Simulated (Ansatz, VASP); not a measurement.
## AlP in VASP and in Ansatz

```
CELL_PARAMETERS angstrom
0.00000 2.73926 2.73926
2.73926 0.00000 2.73926
2.73926 2.73926 0.00000
ATOMIC_POSITIONS crystal
Al 0.00000 0.00000 0.00000
P 0.25000 0.25000 0.25000
```

Alike in both runs: task single point; functional r2SCAN; k mesh 8 × 8 × 8; no spin polarisation.

```csv
,VASP,Ansatz
version,VASP 6.6.1,Ansatz 0.2.0
potentials or method,"VASP PAW PBE potentials, release 64 (Al, P)","plane waves, PAW"
plane-wave cutoff (eV),550,500
occupations,"gaussian, width 0.01 eV",fixed
valence electrons in the cell,8,8
```

VASP gave:

- gap on the k mesh at the Fermi level (eV): 1.93
- pressure (GPa): -0.3

Q: What did Ansatz give for the same quantities?

A: gap on the k mesh at the Fermi level (eV): 1.93; pressure (GPa): 0.0.

VASP's potentials were made for PBE, not for r2SCAN.
